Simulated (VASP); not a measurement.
A run of VASP 6.6.1 is set up as follows.

The input INCAR:

```
PREC = Accurate
ENCUT = 520
EDIFF = 1E-6
ISMEAR = -1
SIGMA = 0.05
LREAL = False
LASPH = True
NELM = 60
ALGO = Normal
ISIF = 2
LWAVE = False
LCHARG = False
GGA = PS
NBANDS = 46
```

Contents of KPOINTS:

```
regular mesh
0
Gamma
  6 6 6
```

File POSCAR:

```
CdGeAs2
1.0
   -3.0474948288      3.0474948288      5.7753895250
    3.0474948288     -3.0474948288      5.7753895250
    3.0474948288      3.0474948288     -5.7753895250
Cd As Ge
2 4 2
Direct
    0.5000000000      0.5000000000      0.0000000000
    0.2500000000      0.7500000000      0.5000000000
    0.0962175700      0.1250000000      0.4712175700
    0.3750000000      0.9037824300      0.0287824300
    0.6537824300      0.6250000000      0.5287824300
    0.8750000000      0.3462175700      0.9712175700
    0.7500000000      0.2500000000      0.5000000000
    0.0000000000      0.0000000000      0.0000000000
```

Potentials or basis: VASP PAW PBE potentials, release 64 (Cd, As, Ge_d).

The run is started by

```bash
$ cat potpaw_PBE.64/Cd/POTCAR potpaw_PBE.64/As/POTCAR potpaw_PBE.64/Ge_d/POTCAR > POTCAR
$ mpirun -np 1 vasp_std > vasp.out
```

Predict the largest force.

0.107 eV/Å.

Predict the pressure.

-3.5 GPa.

Stress tensor (GPa, compression positive):
```
-3.53  0.00  0.00
 0.00 -3.53  0.00
 0.00  0.00 -3.32
```

Caveat: the PAW data sets were made with another functional, which shifts forces and pressure a little.
